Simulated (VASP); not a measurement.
A run of VASP 6.6.1 is set up as follows.

File INCAR:

```
SYSTEM = GaSb
  ALGO = Normal
  EDIFF = 1E-6
  EDIFFG = -0.008
  ENCUT = 600
  GGA = PE
  IBRION = 2
  ISIF = 3
  ISMEAR = 0
  LASPH = .TRUE.
  LCHARG = .FALSE.
  LREAL = .FALSE.
  LWAVE = .FALSE.
  NELM = 100
  NSW = 70
  PREC = Accurate
  PSTRESS = 120.0
  SIGMA = 0.1
```

File KPOINTS:

```
k-points
0
G
  12 12 12
  0 0 0
```

File POSCAR:

```
GaSb
1.0
    0.0000000000      2.9504845252      2.9504845252
    2.9504845252      0.0000000000      2.9504845252
    2.9504845252      2.9504845252      0.0000000000
Ga Sb
1 1
Direct
    0.0000000000      0.0000000000      0.0000000000
    0.7500000000      0.7500000000      0.7500000000
```

Potentials or basis: VASP PAW PBE potentials, release 64 (Ga_d, Sb).

Launch:

```console
$ cat potpaw_PBE.64/Ga_d/POTCAR potpaw_PBE.64/Sb/POTCAR > POTCAR
$ mpirun -np 1 vasp_std > vasp.out
```

Q: What does it give for the band gap on the k mesh?

A: 0.66 eV, indirect (least direct gap 1.00 eV).

Q: Predict the relaxed cell.

A: a = 4.145 Å, b = 4.145 Å, c = 4.145 Å, α = 60.00°, β = 60.00°, γ = 60.00°.

Q: What does it give for the space group after relaxing (to 0.05 Å)?

A: F-43m (No. 216).

Q: What does it give for the relaxed volume?

A: 25.18 Å³/atom.

The path:
| step | energy change (eV) | largest force (eV/Å) | pressure (GPa) | volume (Å³) |
| --- | --- | --- | --- | --- |
| 1 | 0.0000 | 0.0000 | 10.13 | 51.37 |
| 2 | 0.1669 | 0.0000 | 14.34 | 49.17 |
| 3 | 0.0699 | 0.0000 | 12.05 | 50.36 |

Caveat: the cell is relaxed towards a set pressure, so the enthalpy falls and the energy may rise; spin-orbit coupling is left out, which moves the levels of the heavy elements. A k mesh can miss the band edges.
